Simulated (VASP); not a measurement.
# RbCl (Fm-3m) in VASP: further runs

RbCl is run at these levels: PBEsol; tasks: single point, relaxation of cell and atoms.

Everything below comes from runs of VASP 6.6.1. Logs are shortened: lines on timing, memory, paths and dates and some standing lists are left out, and cuts for length are marked.

### 1 The cell of the first run

Symmetry: Fm-3m, No. 225, cubic system. Conventional cell: a = 6.548 Å, b = 6.548 Å, c = 6.548 Å, α = 90.00°, β = 90.00°, γ = 90.00°. Rb (site symmetry m-3m) has 6 Cl at 3.27 Å within 4.3 Å. Within 4.3 Å of Cl (site symmetry m-3m) lie 6 Rb at 3.27 Å.

### 2 Single point, PBEsol

Input file INCAR:

```
SYSTEM = RbCl
ALGO = Normal ; EDIFF = 1E-6
ENCUT = 500 ; GGA = PS
GGA_COMPAT = .FALSE. ; ISIF = 2
ISMEAR = -1 ; LASPH = .TRUE.
LCHARG = .FALSE. ; LREAL = .FALSE.
LWAVE = .FALSE. ; NBANDS = 15
NELM = 120 ; PREC = Accurate
SIGMA = 0.08
```

Input file KPOINTS:

```
k-points
0
G
  12 12 12
  0 0 0
```

Input file POSCAR:

```
RbCl
1.0
    0.0000000000      3.2740000000      3.2740000000
    3.2740000000      0.0000000000      3.2740000000
    3.2740000000      3.2740000000      0.0000000000
Rb Cl
1 1
Direct
    0.0000000000      0.0000000000      0.0000000000
    0.5000000000      0.5000000000      0.5000000000
```

Potentials or basis: VASP PAW PBE potentials, release 64 (Rb_sv, Cl).

On the command line:

```bash
$ cat potpaw_PBE.64/Rb_sv/POTCAR potpaw_PBE.64/Cl/POTCAR > POTCAR
$ mpirun -np 1 vasp_std > vasp.out
```

OUTCAR:

```text
SYSTEM = RbCl
   EDIFF = 1E-6
   ENCUT = 500
   GGA = PS
   ISIF = 2
   ISMEAR = -1
   LASPH = .TRUE.
   LREAL = .FALSE.
   NELM = 120
   PREC = Accurate

 ion  position               nearest neighbor table
   1  0.000  0.000  0.000-   2 3.27   2 3.27   2 3.27   2 3.27   2 3.27   2 3.27
   2  0.500  0.500  0.500-   1 3.27   1 3.27   1 3.27   1 3.27   1 3.27   1 3.27

  LATTYP: Found a face centered cubic cell.
 ALAT       =     6.5480000000

  Lattice vectors:

 A1 = (   0.0000000000,   3.2740000000,   3.2740000000)
 A2 = (   3.2740000000,   0.0000000000,   3.2740000000)
 A3 = (   3.2740000000,   3.2740000000,   0.0000000000)

Analysis of symmetry for initial positions (statically):
=====================================================================
 Subroutine PRICEL returns:
 Original cell was already a primitive cell.

 Routine SETGRP: Setting up the symmetry group for a
 face centered cubic supercell.

 Subroutine GETGRP returns: Found 48 space group operations
 (whereof 48 operations were pure point group operations)
 out of a pool of 48 trial point group operations.

The static configuration has the point symmetry O_h .

Analysis of symmetry for dynamics (positions and initial velocities):
=====================================================================
 Subroutine PRICEL returns:
 Original cell was already a primitive cell.

 Routine SETGRP: Setting up the symmetry group for a
 face centered cubic supercell.

 Subroutine GETGRP returns: Found 48 space group operations
 (whereof 48 operations were pure point group operations)
 out of a pool of 48 trial point group operations.

The dynamic configuration has the point symmetry O_h .

 Subroutine INISYM returns: Found 48 space group operations
 (whereof 48 operations are pure point group operations),
 and found     1 'primitive' translations

----------------------------------------------------------------------------------------

                                     Primitive cell

  volume of cell :      70.1885

  direct lattice vectors                    reciprocal lattice vectors
     0.000000000  3.274000000  3.274000000    -0.152718387  0.152718387  0.152718387
     3.274000000  0.000000000  3.274000000     0.152718387 -0.152718387  0.152718387
     3.274000000  3.274000000  0.000000000     0.152718387  0.152718387 -0.152718387

  length of vectors
     4.630135203  4.630135203  4.630135203     0.264516006  0.264516006  0.264516006

  position of ions in fractional coordinates (direct lattice)
     0.000000000  0.000000000  0.000000000
     0.500000000  0.500000000  0.500000000

  ion indices of the primitive-cell ions
   primitive index   ion index
                 1           1
                 2           2

----------------------------------------------------------------------------------------

 KPOINTS: k-points

Automatic generation of k-mesh.
 Grid dimensions read from file:
 generate k-points for:   12   12   12

 Generating k-lattice:

  Cartesian coordinates                     Fractional coordinates (reciprocal lattice)
    -0.012726532  0.012726532  0.012726532     0.083333333  0.000000000  0.000000000
     0.012726532 -0.012726532  0.012726532     0.000000000  0.083333333  0.000000000
     0.012726532  0.012726532 -0.012726532     0.000000000  0.000000000  0.083333333

  Length of vectors
     0.022043001  0.022043001  0.022043001

  Shift w.r.t. Gamma in fractional coordinates (k-lattice)
     0.000000000  0.000000000  0.000000000

 Subroutine IBZKPT returns following result:
 ===========================================

 Found     72 irreducible k-points:

 Following reciprocal coordinates:
            Coordinates               Weight
  0.000000  0.000000  0.000000      1.000000
  0.083333  0.000000  0.000000      8.000000
  0.166667  0.000000  0.000000      8.000000
  0.250000  0.000000  0.000000      8.000000
  0.333333  0.000000  0.000000      8.000000
  0.416667  0.000000  0.000000      8.000000
[... 16 lines left out ...]
  0.500000  0.166667  0.000000     24.000000
 -0.416667  0.166667  0.000000     24.000000
 [... further k-points ...]
   k-points           NKPTS =     72   k-points in BZ     NKDIM =     72   number of bands    NBANDS=     15
   number of dos      NEDOS =    301   number of ions     NIONS =      2
   total plane-waves  NPLWV =  46656
   dimension x,y,z NGX =    36 NGY =   36 NGZ =   36
   dimension x,y,z NGXF=    72 NGYF=   72 NGZF=   72
   ions per type =               1   1
   NGX,Y,Z   is equivalent  to a cutoff of  12.93, 12.93, 12.93 a.u.
   NGXF,Y,Z  is equivalent  to a cutoff of  25.85, 25.85, 25.85 a.u.
 SYSTEM =  RbCl
   PREC   = accura    normal or accurate (medium, high low for compatibility)
   ISTART =      0    job   : 0-new  1-cont  2-samecut
   ICHARG =      2    charge: 1-file 2-atom 10-const
   ISPIN  =      1    spin polarized calculation?
   LNONCOLLINEAR =      F non collinear calculations
   LSORBIT =      F    spin-orbit coupling
   LASPH  =      T    aspherical Exc in radial PAW
   ENCUT  =  500.0 eV  36.75 Ry    6.06 a.u.   8.44  8.44  8.44*2*pi/ulx,y,z
   NELM   =    120;   NELMIN=  2; NELMDL= -5     # of ELM steps
   EDIFF  = 0.1E-05   stopping-criterion for ELM
   LREAL  =      F    real-space projection
   EDIFFG = 0.1E-04   stopping-criterion for IOM
   NSW    =      0    number of steps for IOM
   IBRION =     -1    ionic relax: 0-MD 1-quasi-New 2-CG
   NFREE  =      0    steps in history (QN), initial steepest desc. (CG)
   ISIF   =      2    stress and relaxation
   ISYM   =      2    0-nonsym 1-usesym 2-fastsym
   POTIM  = 0.5000    time-step for ionic-motion
   TEBEG  =    0.0;   TEEND  =   0.0 temperature during run
   PSTRESS=    0.0 pullay stress
   NELECT =      16.0000    total number of electrons
   NUPDOWN=      -1.0000    fix difference up-down
   EMIN   =  10.00;   EMAX   =-10.00  energy-range for DOS
   EFERMI =   0.00;   METHOD = LEGACY
   ISMEAR =    -1;   SIGMA  =   0.08  broadening in eV -4-tet -1-fermi 0-gaus
   EFERMI_NEDOS =   21; number of points for ismear=-14 and -15
   IALGO  =     38    algorithm
   IMIX   =      4    mixing-type and parameters
     AMIX     =   0.40;   BMIX     =  1.00
     AMIX_MAG =   1.60;   BMIX_MAG =  1.00
  volume/ion in A,a.u.               =      35.09       236.83
  Fermi-wavevector in a.u.,A,eV,Ry     =   1.000060  1.889840 13.607465  1.000120
  Thomas-Fermi vector in A             =   2.132392
   LORBIT       =      0    0 simple, 1 ext, 2 COOP (PROOUT), +10 PAW based schemes
   GGA     = PS    functional components
   LHFCALC =     F    Hartree Fock is set to
   AEXX    =    0.0000 exact exchange contribution
   IVDW    =     0    specifies the selected vdW correction
   LEPSILON=     F    determine dielectric tensor
   LRPA    =     F    only Hartree local field effects (RPA)
 non-spin polarized calculation
  energy-cutoff  :      500.00
  volume of cell :       70.19
 maximum number of plane-waves:      1812
 NGX is ok and might be reduce to    36
   NGX = 17   NGY = 17   NGZ = 17

 number of electron      16.0000001 magnetization

 Free energy of the ion-electron system (eV)
  ---------------------------------------------------
  ext. energy  EPLUGINS =         0.00000000
  ---------------------------------------------------
  free energy    TOTEN  =        -6.89454182 eV

  energy without entropy =       -6.89454182  energy(sigma->0) =       -6.89454182

 E-fermi :  -0.0800     XC(G=0):  -7.5903

 val. band max:       -1.8940893517   @ k =   0.0000   0.0000   0.0000
 cond. band min:       2.9932163026   @ k =   0.0000   0.0000   0.0000
 fundamental gap:      4.8873056543
 Fermi energy:        -0.0799854958

 k-point     1 :       0.0000    0.0000    0.0000
  band No.  band energies     occupation
      1     -25.7352      2.00000
      2     -13.8769      2.00000
      3      -9.7951      2.00000
      4      -9.7951      2.00000
      5      -9.7951      2.00000
      6      -1.8941      2.00000
      7      -1.8941      2.00000
      8      -1.8941      2.00000
      9       2.9932      0.00000
     10       6.0188      0.00000
     11       6.0188      0.00000
     12       6.0188      0.00000
     13       7.0098      0.00000
     14       7.0098      0.00000
     15      10.0615      0.00000

 k-point     2 :       0.0833    0.0000    0.0000
  band No.  band energies     occupation
      1     -25.7340      2.00000
      2     -13.8816      2.00000
      3      -9.7960      2.00000
      4      -9.7960      2.00000
      5      -9.7930      2.00000
      6      -1.9720      2.00000
      7      -1.9202      2.00000
      8      -1.9202      2.00000
      9       3.1645      0.00000
     10       5.9541      0.00000
     11       6.1080      0.00000
     12       6.1080      0.00000
     13       7.1182      0.00000
     14       7.1182      0.00000
     15      10.3609      0.00000

 k-point     3 :       0.1667    0.0000    0.0000
  band No.  band energies     occupation
      1     -25.7308      2.00000
      2     -13.8944      2.00000
      3      -9.7984      2.00000
      4      -9.7984      2.00000
      5      -9.7872      2.00000
      6      -2.1677      2.00000
      7      -1.9901      2.00000
      8      -1.9901      2.00000
      9       3.6316      0.00000
     10       5.8363      0.00000
     11       6.3716      0.00000
     12       6.3716      0.00000
     13       7.4308      0.00000
     14       7.4308      0.00000
     15      11.1550      0.00000

 k-point     4 :       0.2500    0.0000    0.0000
  band No.  band energies     occupation
      1     -25.7263      2.00000
      2     -13.9117      2.00000
      3      -9.8016      2.00000
      4      -9.8016      2.00000
      5      -9.7796      2.00000
      6      -2.4045      2.00000
      7      -2.0823      2.00000
      8      -2.0823      2.00000
      9       4.2856      0.00000
     10       5.7811      0.00000
     11       6.7954      0.00000
     12       6.7954      0.00000
     13       7.9103      0.00000
     14       7.9103      0.00000
     15      11.8021      0.00000
[... 307 lines left out ...]
 k-point    22 :       0.4167    0.1667    0.0000
  band No.  band energies     occupation
      1     -25.7185      2.00000
      2     -13.9105      2.00000
      3      -9.8470      2.00000
      4      -9.8393      2.00000
      5      -9.8150      2.00000
      6      -2.5776      2.00000
      7      -2.1875      2.00000
      8      -2.1209      2.00000
      9       5.2640      0.00000
     10       5.4600      0.00000
     11       7.8420      0.00000
     12       8.2001      0.00000
     13       8.4723      0.00000
     14       8.6526      0.00000
     15      10.1820      0.00000

 k-point    23 :       0.5000    0.1667    0.0000
  band No.  band energies     occupation
      1     -25.7163      2.00000
      2     -13.9168      2.00000
      3      -9.8700      2.00000
      4      -9.8327      2.00000
      5      -9.8073      2.00000
      6      -2.6328      2.00000
      7      -2.2297      2.00000
      8      -2.1918      2.00000
      9       5.5494      0.00000
     10       5.9098      0.00000
     11       7.9825      0.00000
     12       8.4621      0.00000
     13       8.5488      0.00000
     14       9.2626      0.00000
     15       9.9441      0.00000

 k-point    24 :      -0.4167    0.1667    0.0000
  band No.  band energies     occupation
      1     -25.7160      2.00000
      2     -13.9201      2.00000
      3      -9.8870      2.00000
      4      -9.8215      2.00000
      5      -9.7928      2.00000
      6      -2.6652      2.00000
      7      -2.2357      2.00000
      8      -2.2038      2.00000
      9       5.7018      0.00000
     10       6.0111      0.00000
     11       7.8788      0.00000
     12       8.1965      0.00000
     13       8.5528      0.00000
     14       9.8700      0.00000
     15      10.0712      0.00000

 [... further k-points ...]

------------------------ aborting loop because EDIFF is reached ----------------------------------------

  FORCE on cell =-STRESS in cart. coord.  units (eV):
  Direction    XX          YY          ZZ          XY          YZ          ZX
  --------------------------------------------------------------------------------------
  -------------------------------------------------------------------------------------
  Total       -0.0106273     -0.0106273     -0.0106273      0.0000000      0.0000000      0.0000000
  in kB       -0.2425871     -0.2425871     -0.2425871      0.0000000      0.0000000      0.0000000
  external PRESSURE =      -0.2425871 kB  Pullay stress =       0.0000000 kB

 VOLUME and BASIS-vectors are now :
 -----------------------------------------------------------------------------
  energy-cutoff  :      500.00
  volume of cell :       70.19
      direct lattice vectors                 reciprocal lattice vectors
     0.000000000  3.274000000  3.274000000    -0.152718387  0.152718387  0.152718387
     3.274000000  0.000000000  3.274000000     0.152718387 -0.152718387  0.152718387
     3.274000000  3.274000000  0.000000000     0.152718387  0.152718387 -0.152718387

 POSITION                                       TOTAL-FORCE (eV/Angst)
 -----------------------------------------------------------------------------------
      0.00000      0.00000      0.00000        -0.000000      0.000000      0.000000
      3.27400      3.27400      3.27400         0.000000     -0.000000     -0.000000
 -----------------------------------------------------------------------------------
    total drift:                                0.000000      0.000000      0.000000

  FREE ENERGIE OF THE ION-ELECTRON SYSTEM (eV)
  ---------------------------------------------------
  free  energy   TOTEN  =        -6.8945418240 eV

  energy  without entropy=       -6.8945418239  energy(sigma->0) =       -6.89454182
```

It took 79 s on 1 thread of Intel Xeon 8259CL, shared host; peak memory 0.24 GiB.

Results:

```yaml
Free_energy: -6.8945 eV
Pressure: 0.0 GPa
Band_gap_on_the_k_mesh: 4.89 eV
```

Levels at points of the mesh, in eV from the valence-band top:
```
           k point  band 4  band 5  band 6  band 7  band 8  band 9  band 10  band 11  band 12  band 13
(0.00, 0.00, 0.00)   -7.90   -7.90    0.00    0.00    0.00    4.89     7.91     7.91     7.91     8.90
(0.50, 0.00, 0.00)   -7.91   -7.87   -0.91   -0.36   -0.36    7.65     7.92    10.14    10.14    11.31
(0.50, 0.50, 0.00)   -8.01   -8.01   -0.33   -0.10   -0.10    6.07     8.01     9.64    10.04    10.38
```

Caveat: the PAW data sets were made with another functional, which shifts forces and pressure a little. A k mesh can miss the band edges.

### 3 Relaxation of cell and atoms, PBEsol

Input file INCAR:

```
SYSTEM = RbCl
  PREC = Accurate
  ENCUT = 500
  EDIFF = 1E-7
  ISMEAR = -1
  SIGMA = 0.08
  LREAL = .False.
  LASPH = .True.
  NELM = 120
  ALGO = Normal
  ISIF = 3
  LWAVE = .False.
  LCHARG = .False.
  GGA = PS
  IBRION = 2
  NSW = 100
  EDIFFG = -0.002
  GGA_COMPAT = .False.
  NELMIN = 4
```

Input file KPOINTS:

```
regular mesh
0
Gamma
  12 12 12
  0 0 0
```

POSCAR is that of step 2.

Potentials or basis: VASP PAW PBE potentials, release 64 (Rb_sv, Cl).

On the command line:

```bash
$ cat potpaw_PBE.64/Rb_sv/POTCAR potpaw_PBE.64/Cl/POTCAR > POTCAR
$ mpirun -np 1 vasp_std > vasp.out
```

It took 2.1 min on 1 thread of Intel Xeon 8259CL, shared host; peak memory 0.25 GiB.

It converged, with:

- Free energy: -6.8945 eV
- Relaxed volume: 35.05 Å³/atom
- Relaxed cell: a = 4.628 Å, b = 4.628 Å, c = 4.628 Å, α = 60.00°, β = 60.00°, γ = 60.00°
- Space group after relaxing (to 0.1 Å): Fm-3m (No. 225)
- Energy gained by relaxing: 0.0 meV/atom
- Ionic steps: 3
- Pressure after relaxing: 0.0 GPa
- Band gap on the k mesh: 4.89 eV

Final structure:
```xyz
2
Lattice="0.0000 3.2727 3.2727 3.2727 0.0000 3.2727 3.2727 3.2727 0.0000" Properties=species:S:1:pos:R:3 pbc="T T T"
Rb    0.0000    0.0000    0.0000
Cl    3.2727    3.2727    3.2727
```

Levels at points of the mesh, in eV from the valence-band top:
| k point | band 4 | band 5 | band 6 | band 7 | band 8 | band 9 | band 10 | band 11 | band 12 |
| --- | --- | --- | --- | --- | --- | --- | --- | --- | --- |
| (0.00, 0.00, 0.00) | -7.90 | -7.90 | 0.00 | 0.00 | 0.00 | 4.89 | 7.91 | 7.91 | 7.91 |
| (0.50, 0.00, 0.00) | -7.91 | -7.87 | -0.92 | -0.36 | -0.36 | 7.65 | 7.92 | 10.15 | 10.15 |
| (0.50, 0.50, 0.00) | -8.01 | -8.01 | -0.33 | -0.10 | -0.10 | 6.07 | 8.02 | 9.65 | 10.04 |

Caveat: the PAW data sets were made with another functional, which shifts forces and pressure a little.
